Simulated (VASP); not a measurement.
# NiSb (P6_3/mmc) in VASP: single point with PBE

Aim: the single point of NiSb with PBE.

Program: VASP 6.6.1. These are calculated values, not measurements. Logs are shortened: lines on timing, memory, paths and dates and some standing lists are left out, and cuts for length are marked.

### Step 1. The cell of the first run

It takes space group P6_3/mmc (No. 194, hexagonal). The conventional cell has a = 3.940 Å, b = 3.940 Å, c = 5.140 Å, α = 90.00°, β = 90.00°, γ = 120.00°. Ni (site symmetry -3m) has 2 Ni at 2.57 Å and 6 Sb at 2.61 Å within 3.4 Å. Within 3.5 Å of Sb (site symmetry -6m2) lie 6 Ni at 2.61 Å and 6 Sb at 3.43 Å.

### Step 2. Single point, PBE, collinear spin, ferromagnetic start

Input file INCAR:

```
SYSTEM = NiSb
ALGO = Normal ; EDIFF = 1E-6
ENCUT = 520 ; GGA = PE
ISIF = 2 ; ISMEAR = -1
ISPIN = 2 ; LASPH = .TRUE.
LCHARG = .FALSE. ; LMAXMIX = 4
LORBIT = 11 ; LREAL = .FALSE.
LWAVE = .FALSE. ; MAGMOM = 3 3 0 0
NBANDS = 27 ; NELM = 150
PREC = Accurate ; SIGMA = 0.05
```

Input file KPOINTS:

```
k-points
0
G
  10 10 7
  0 0 0
```

Input file POSCAR:

```
NiSb
1.0
    3.9399999606      0.0000000000      0.0000000000
   -1.9699999803      3.4121400568      0.0000000000
    0.0000000000      0.0000000000      5.1400000000
Ni Sb
2 2
Direct
    0.0000000000      0.0000000000      0.0000000000
    0.0000000000      0.0000000000      0.5000000000
    0.3333333333      0.6666666667      0.2500000000
    0.6666666667      0.3333333333      0.7500000000
```

Potentials or basis: VASP PAW PBE potentials, release 64 (Ni, Sb).

Started as:

```console
$ cat potpaw_PBE.64/Ni/POTCAR potpaw_PBE.64/Sb/POTCAR > POTCAR
$ mpirun -np 1 vasp_std > vasp.out
```

OUTCAR:

```text
SYSTEM = NiSb
   EDIFF = 1E-6
   ENCUT = 520
   GGA = PE
   ISIF = 2
   ISMEAR = -1
   ISPIN = 2
   LASPH = .TRUE.
   LORBIT = 11
   LREAL = .FALSE.
   NELM = 150
   PREC = Accurate

 ion  position               nearest neighbor table
   1  0.000  0.000  0.000-   2 2.57   2 2.57   4 2.61   3 2.61   4 2.61   3 2.61   4 2.61   3 2.61

   2  0.000  0.000  0.500-   1 2.57   1 2.57   4 2.61   3 2.61   4 2.61   3 2.61   4 2.61   3 2.61

   3  0.333  0.667  0.250-   1 2.61   2 2.61   1 2.61   2 2.61   1 2.61   2 2.61   4 3.43   4 3.43
                             4 3.43   4 3.43   4 3.43   4 3.43
   4  0.667  0.333  0.750-   1 2.61   2 2.61   1 2.61   2 2.61   1 2.61   2 2.61   3 3.43   3 3.43
                             3 3.43   3 3.43   3 3.43   3 3.43

  LATTYP: Found a hexagonal cell.
 ALAT       =     3.9399999606
 C/A-ratio  =     1.3045685410

  Lattice vectors:

 A1 = (   3.9399999606,   0.0000000000,   0.0000000000)
 A2 = (  -1.9699999803,   3.4121400568,   0.0000000000)
 A3 = (   0.0000000000,   0.0000000000,   5.1400000000)

Analysis of symmetry for initial positions (statically):
=====================================================================
 Subroutine PRICEL returns:
 Original cell was already a primitive cell.

 Routine SETGRP: Setting up the symmetry group for a
 hexagonal supercell.

 Subroutine GETGRP returns: Found 24 space group operations
 (whereof 12 operations were pure point group operations)
 out of a pool of 24 trial point group operations.

The static configuration has the point symmetry D_3d.
 The point group associated with its full space group is D_6h.

Analysis of symmetry for dynamics (positions and initial velocities):
=====================================================================
 Subroutine PRICEL returns:
 Original cell was already a primitive cell.

 Routine SETGRP: Setting up the symmetry group for a
 hexagonal supercell.

 Subroutine GETGRP returns: Found 24 space group operations
 (whereof 12 operations were pure point group operations)
 out of a pool of 24 trial point group operations.

The dynamic configuration has the point symmetry D_3d.
 The point group associated with its full space group is D_6h.

Analysis of structural, dynamic, and magnetic symmetry:
=====================================================================
 Subroutine PRICEL returns:
 Original cell was already a primitive cell.

 Routine SETGRP: Setting up the symmetry group for a
 hexagonal supercell.

 Subroutine GETGRP returns: Found 24 space group operations
 (whereof 12 operations were pure point group operations)
[... 136 lines left out ...]
   LEPSILON=     F    determine dielectric tensor
   LRPA    =     F    only Hartree local field effects (RPA)
 spin polarized calculation
  energy-cutoff  :      520.00
  volume of cell :       69.10
 maximum number of plane-waves:      1903
 NGX is ok and might be reduce to    30
   NGX = 15   NGY = 15   NGZ = 19

 number of electron      30.0000030 magnetization      -0.0055765

 number of electron      30.0000030 magnetization       0.0001202

 Free energy of the ion-electron system (eV)
  ---------------------------------------------------
  ext. energy  EPLUGINS =         0.00000000
  ---------------------------------------------------
  free energy    TOTEN  =       -20.30501146 eV

  energy without entropy =      -20.28610184  energy(sigma->0) =      -20.29555665

 E-fermi :   9.8900     XC(G=0): -11.4817

 val. band max:        9.8763252842   @ k =   0.0000   0.0000   0.0000
 cond. band min:       9.8957217267   @ k =   0.2000   0.2000   0.2857
 fundamental gap:      0.0193964425
 Fermi energy:         9.8899783280

 spin component 1

 k-point     1 :       0.0000    0.0000    0.0000
  band No.  band energies     occupation
      1      -2.9962      1.00000
      2       1.4997      1.00000
      3       3.7150      1.00000
      4       6.0278      1.00000
      5       6.0278      1.00000
      6       6.7889      1.00000
[... 709 lines left out ...]
     26      22.5817      0.00000
     27      23.1245      0.00000

 [... further k-points ...]

 spin component 2

 k-point     1 :       0.0000    0.0000    0.0000
  band No.  band energies     occupation
      1      -2.9960      1.00000
      2       1.4998      1.00000
      3       3.7152      1.00000
      4       6.0277      1.00000
      5       6.0277      1.00000
      6       6.7890      1.00000
[... 709 lines left out ...]
     26      22.5819      0.00000
     27      23.1248      0.00000

 [... further k-points ...]

------------------------ aborting loop because EDIFF is reached ----------------------------------------

  FORCE on cell =-STRESS in cart. coord.  units (eV):
  Direction    XX          YY          ZZ          XY          YZ          ZX
  --------------------------------------------------------------------------------------
  -------------------------------------------------------------------------------------
  Total        1.1313203      1.1313203      0.9767915      0.0000000      0.0000000      0.0000000
  in kB       26.2307065     26.2307065     22.6478122      0.0000000      0.0000000      0.0000000
  external PRESSURE =      25.0364084 kB  Pullay stress =       0.0000000 kB

 VOLUME and BASIS-vectors are now :
 -----------------------------------------------------------------------------
  energy-cutoff  :      520.00
  volume of cell :       69.10
      direct lattice vectors                 reciprocal lattice vectors
     3.939999961  0.000000000  0.000000000     0.253807109  0.146535603  0.000000000
    -1.969999980  3.412140057  0.000000000     0.000000000  0.293071206  0.000000000
     0.000000000  0.000000000  5.140000000     0.000000000  0.000000000  0.194552529

 POSITION                                       TOTAL-FORCE (eV/Angst)
 -----------------------------------------------------------------------------------
      0.00000      0.00000      0.00000        -0.000000      0.000000      0.000000
      0.00000      0.00000      2.57000        -0.000000      0.000000      0.000000
     -0.00000      2.27476      1.28500         0.000000     -0.000000      0.000000
      1.97000      1.13738      3.85500        -0.000000      0.000000     -0.000000
 -----------------------------------------------------------------------------------
    total drift:                                0.000000     -0.000000     -0.000000

  FREE ENERGIE OF THE ION-ELECTRON SYSTEM (eV)
  ---------------------------------------------------
  free  energy   TOTEN  =       -20.3050114571 eV

  energy  without entropy=      -20.2861018395  energy(sigma->0) =      -20.29555665

 total charge

# of ion       s       p       d       tot
------------------------------------------
    1        0.447   0.477   8.461   9.384
    2        0.447   0.477   8.461   9.384
    3        1.133   1.217   0.074   2.424
    4        1.133   1.217   0.074   2.424
--------------------------------------------------
tot          3.159   3.388  17.070  23.618

 magnetization (x)

# of ion       s       p       d       tot
------------------------------------------
    1       -0.000   0.000  -0.000  -0.000
    2       -0.000   0.000  -0.000  -0.000
    3       -0.000   0.000  -0.000   0.000
    4       -0.000   0.000  -0.000   0.000
--------------------------------------------------
tot         -0.000   0.000  -0.000  -0.000
```

OSZICAR:

```text
N       E                     dE             d eps       ncg     rms          rms(c)
DAV:   1     0.179767868637E+03    0.17977E+03   -0.12115E+04  6056   0.115E+03
DAV:   2    -0.853665254354E+01   -0.18830E+03   -0.17625E+03  6159   0.257E+02
DAV:   3    -0.198097087733E+02   -0.11273E+02   -0.10851E+02  7325   0.737E+01
DAV:   4    -0.200608345316E+02   -0.25113E+00   -0.25041E+00  6910   0.102E+01
DAV:   5    -0.200690325426E+02   -0.81980E-02   -0.81972E-02  7888   0.194E+00    0.209E+01
DAV:   6    -0.267231556431E+02   -0.66541E+01   -0.28122E+01  7106   0.936E+01    0.238E+01
DAV:   7    -0.202607471743E+02    0.64624E+01   -0.13266E+01  7331   0.667E+01    0.462E+00
DAV:   8    -0.203565074349E+02   -0.95760E-01   -0.12553E+00  8665   0.118E+01    0.306E+00
DAV:   9    -0.203029572881E+02    0.53550E-01   -0.23474E-01  7490   0.666E+00    0.114E+00
DAV:  10    -0.203057784885E+02   -0.28212E-02   -0.83441E-03  8386   0.933E-01    0.407E-01
DAV:  11    -0.203051251654E+02    0.65332E-03   -0.17560E-03  8369   0.601E-01    0.177E-01
DAV:  12    -0.203049704216E+02    0.15474E-03   -0.82203E-04  6967   0.280E-01    0.857E-02
DAV:  13    -0.203050073928E+02   -0.36971E-04   -0.71513E-05  7636   0.116E-01    0.590E-02
DAV:  14    -0.203050109061E+02   -0.35133E-05   -0.11820E-05  7113   0.322E-02    0.187E-02
DAV:  15    -0.203050114571E+02   -0.55103E-06   -0.25948E-06  6257   0.139E-02
   1 F= -.20305011E+02 E0= -.20295557E+02  d E =-.189096E-01  mag=     0.0001
```

Run time: 3.5 min. Hardware: 1 thread of Intel Xeon Platinum 8259CL at 2.50GHz (Skylake/Cascade Lake), shared host; peak memory 0.32 GiB.

Results:

| Property | Result |
| --- | --- |
| Free energy | -20.3050 eV |
| Pressure | 2.5 GPa |
| Band gap on the k mesh | zero (filled and empty bands overlap) |
| Net moment | 0.00 μB per cell |
| Valence electrons inside the program's atomic spheres | Ni 9.38; Sb 2.42 |

Caveat: spin-orbit coupling is left out, which moves the levels of the heavy elements.
